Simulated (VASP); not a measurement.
# C (I4_1/amd) in VASP: a series of runs, part 2 of 2

VASP 6.6.1. The steps go on from the part before.

## (5) Single point, r2SCAN

This run uses another cell than the first one, of the same volume but with other edges.

File POSCAR:

```
C
1.0
    0.0000000000      1.6310732233      2.1203951903
    1.6310732233      0.0000000000      2.1203951903
    1.6310732233      1.6310732233      0.0000000000
C
2
Direct
    0.5000000000      0.5000000000      0.5000000000
    0.7500000000      0.7500000000      0.7500000000
```

File INCAR.step1:

```
SYSTEM = C
PREC = Accurate ; ENCUT = 520
ISMEAR = 0 ; SIGMA = 0.05
LREAL = .FALSE. ; LASPH = .TRUE.
NELM = 100 ; NBANDS = 11
GGA = PE ; ALGO = Normal
EDIFF = 1E-4 ; LWAVE = .TRUE.
LCHARG = .FALSE.
```

File INCAR.step2:

```
SYSTEM = C
PREC = Accurate ; ENCUT = 520
EDIFF = 1E-6 ; ISMEAR = 0
SIGMA = 0.05 ; LREAL = .FALSE.
LASPH = .TRUE. ; NELM = 100
ALGO = Normal ; ISIF = 2
LWAVE = .FALSE. ; LCHARG = .TRUE.
METAGGA = R2SCAN ; LMIXTAU = .TRUE.
LELF = .TRUE. ; LVHAR = .TRUE.
NBANDS = 11 ; ISTART = 1
```

File KPOINTS:

```
Automatic mesh
0
G
  12 12 12
  0 0 0
```

Potentials or basis: VASP PAW PBE potentials, release 64 (C).

Started as:

```bash
$ cat potpaw_PBE.64/C/POTCAR > POTCAR
$ cp INCAR.step1 INCAR
$ mpirun -np 1 vasp_std > vasp.out
$ cp INCAR.step2 INCAR
$ mpirun -np 1 vasp_std > vasp.out
```

OUTCAR:

```text
SYSTEM = C
   PREC = Accurate
   ENCUT = 520
   EDIFF = 1E-6
   ISMEAR = 0
   LREAL = .FALSE.
   LASPH = .TRUE.
   NELM = 100
   ISIF = 2
   METAGGA = R2SCAN
   ISTART = 1

 ion  position               nearest neighbor table
   1  0.500  0.500  0.500-   2 1.57   2 1.57   2 1.57   2 1.57
   2  0.750  0.750  0.750-   1 1.57   1 1.57   1 1.57   1 1.57

  LATTYP: Found a body centered tetragonal cell.
 ALAT       =     2.3066858736
 C/A-ratio  =     1.8384776311

  Lattice vectors:

 A1 = (  -1.6310732233,   0.0000000000,   2.1203951903)
 A2 = (   1.6310732233,   0.0000000000,   2.1203951903)
 A3 = (   0.0000000000,   1.6310732233,  -2.1203951903)

Analysis of symmetry for initial positions (statically):
=====================================================================
 Subroutine PRICEL returns:
 Original cell was already a primitive cell.

 Routine SETGRP: Setting up the symmetry group for a
 body centered tetragonal supercell.

 Subroutine GETGRP returns: Found 16 space group operations
 (whereof  8 operations were pure point group operations)
 out of a pool of 16 trial point group operations.

The static configuration has the point symmetry D_2d.
[... 166 lines left out ...]
 cond. band min:      12.6449949703   @ k =   0.4167   0.0000   0.4167
 fundamental gap:      0.9101778508
 Fermi energy:        12.1249832376

 k-point     1 :       0.0000    0.0000    0.0000
  band No.  band energies     occupation
      1     -12.8552      2.00000
      2       6.3939      2.00000
      3      11.7348      2.00000
      4      11.7348      2.00000
      5      15.2795      0.00000
      6      15.2795      0.00000
      7      18.7111      0.00000
      8      20.6359      0.00000
      9      30.4705      0.00000
     10      31.2015      0.00000
     11      32.4513      0.00000
[... 309 lines left out ...]
 k-point    24 :      -0.4167    0.1667    0.0000
  band No.  band energies     occupation
      1      -6.1119      2.00000
      2      -3.5114      2.00000
      3       1.5372      2.00000
      4       9.2824      2.00000
      5      16.7681      0.00000
      6      21.0931      0.00000
      7      22.9108      0.00000
      8      25.3590      0.00000
      9      32.9189      0.00000
     10      33.9839      0.00000
     11      36.5710      0.00000

 [... further k-points ...]
[... 5 lines left out ...]
  --------------------------------------------------------------------------------------
  -------------------------------------------------------------------------------------
  Total        7.9130954      7.9130954    -14.6739601      0.0000000      0.0000000      0.0000000
  in kB     1123.7333310   1123.7333310  -2083.8391587      0.0000000      0.0000000      0.0000000
  external PRESSURE =      54.5425011 kB  Pullay stress =       0.0000000 kB

 VOLUME and BASIS-vectors are now :
 -----------------------------------------------------------------------------
  energy-cutoff  :      520.00
  volume of cell :       11.28
      direct lattice vectors                 reciprocal lattice vectors
     0.000000000  1.631073223  2.120395190    -0.306546630  0.306546630  0.235805100
     1.631073223  0.000000000  2.120395190     0.306546630 -0.306546630  0.235805100
     1.631073223  1.631073223  0.000000000     0.306546630  0.306546630 -0.235805100

 POSITION                                       TOTAL-FORCE (eV/Angst)
 -----------------------------------------------------------------------------------
      1.63107      1.63107      2.12040         0.000000      0.000000      0.000000
      2.44661      2.44661      3.18059        -0.000000     -0.000000     -0.000000
 -----------------------------------------------------------------------------------
    total drift:                                0.000000     -0.000000      0.000000

  FREE ENERGIE OF THE ION-ELECTRON SYSTEM (eV)
  ---------------------------------------------------
  free  energy   TOTEN  =       -17.7948626746 eV

  energy  without entropy=      -17.7948626746  energy(sigma->0) =      -17.79486267
```

OUTCAR.step1:

```text
SYSTEM = C
   PREC = Accurate
   ENCUT = 520
   ISMEAR = 0
   LREAL = .FALSE.
[... 561 lines left out ...]
      1.63107      1.63107      2.12040        -0.000000     -0.000000      0.000000
      2.44661      2.44661      3.18059         0.000000      0.000000     -0.000000
 -----------------------------------------------------------------------------------
    total drift:                                0.000000     -0.000000      0.000000

  FREE ENERGIE OF THE ION-ELECTRON SYSTEM (eV)
  ---------------------------------------------------
  free  energy   TOTEN  =       -16.4285390636 eV

  energy  without entropy=      -16.4285390636  energy(sigma->0) =      -16.42853906
```

OSZICAR.step1:

```text
N       E                     dE             d eps       ncg     rms          rms(c)
DAV:   1     0.194683485851E+01    0.19468E+01   -0.47790E+03  3797   0.697E+02
DAV:   2    -0.166327618125E+02   -0.18580E+02   -0.17879E+02  4702   0.124E+02
DAV:   3    -0.169826982659E+02   -0.34994E+00   -0.34892E+00  4177   0.129E+01
DAV:   4    -0.169832203738E+02   -0.52211E-03   -0.52209E-03  3871   0.628E-01
DAV:   5    -0.169832209685E+02   -0.59469E-06   -0.59469E-06  4046   0.197E-02    0.528E+00
DAV:   6    -0.165668297462E+02    0.41639E+00   -0.21392E-01  3799   0.328E+00    0.314E+00
DAV:   7    -0.164271036897E+02    0.13973E+00   -0.26127E-01  3919   0.367E+00    0.705E-01
DAV:   8    -0.164285201280E+02   -0.14164E-02   -0.70096E-03  3808   0.646E-01    0.433E-02
DAV:   9    -0.164285390636E+02   -0.18936E-04   -0.44693E-05  2719   0.539E-02
   1 F= -.16428539E+02 E0= -.16428539E+02  d E =-.137544E-28
```

Wall time 42 s (1 thread of AMD EPYC 9R45 (Zen 5), shared host); peak memory 0.09 GiB.

Results:

```
Free energy            : -17.7949 eV
Pressure               : 5.5 GPa
Band gap on the k mesh : 0.91 eV, indirect (least direct gap 2.95 eV)
```

Levels at points of the mesh, in eV from the valence-band top:
```tsv
k point	band 1	band 2	band 3	band 4	band 5	band 6	band 7	band 8	band 9
(0.00, 0.00, 0.00)	-24.59	-5.34	0.00	0.00	3.54	3.54	6.98	8.90	18.74
(0.50, 0.00, 0.00)	-18.33	-15.74	-7.35	-1.75	1.59	8.07	11.95	14.56	20.38
(0.50, 0.50, 0.00)	-17.92	-17.92	-5.36	-5.36	7.78	7.78	14.37	14.37	19.32
(0.50, 0.00, 0.50)	-13.81	-13.81	-9.27	-9.27	1.52	1.52	13.29	13.29	20.24
```

Caveat: the PAW data sets were made with another functional, which shifts forces and pressure a little.

## (6) The runs side by side

```tsv
cell	gap on the mesh (eV)	pressure (GPa)
a = 2.466, b = 2.466, c = 2.658 Å, angles 57.4, 57.4, 65.2°, 2 atoms	0.31	1.8
a = 2.617, b = 2.617, c = 2.369 Å, angles 63.1, 63.1, 53.8°, 2 atoms	1.97	2.9
a = 2.453, b = 2.453, c = 2.735 Å, angles 56.1, 56.1, 67.8°, 2 atoms	none	2.5
a = 2.675, b = 2.675, c = 2.307 Å, angles 64.5, 64.5, 51.1°, 2 atoms	0.91	5.5
```

Alike in all rows: task single point; level r2SCAN; potentials or basis VASP PAW PBE potentials, release 64 (C); no spin polarisation; k mesh 12 × 12 × 12; cutoff (eV) 520; smearing gaussian 0.05 eV.

Caveats: the PAW data sets were made with another functional, which shifts forces and pressure a little.

Total energies depend on the potentials used, so only differences within one code and one set of settings carry meaning.
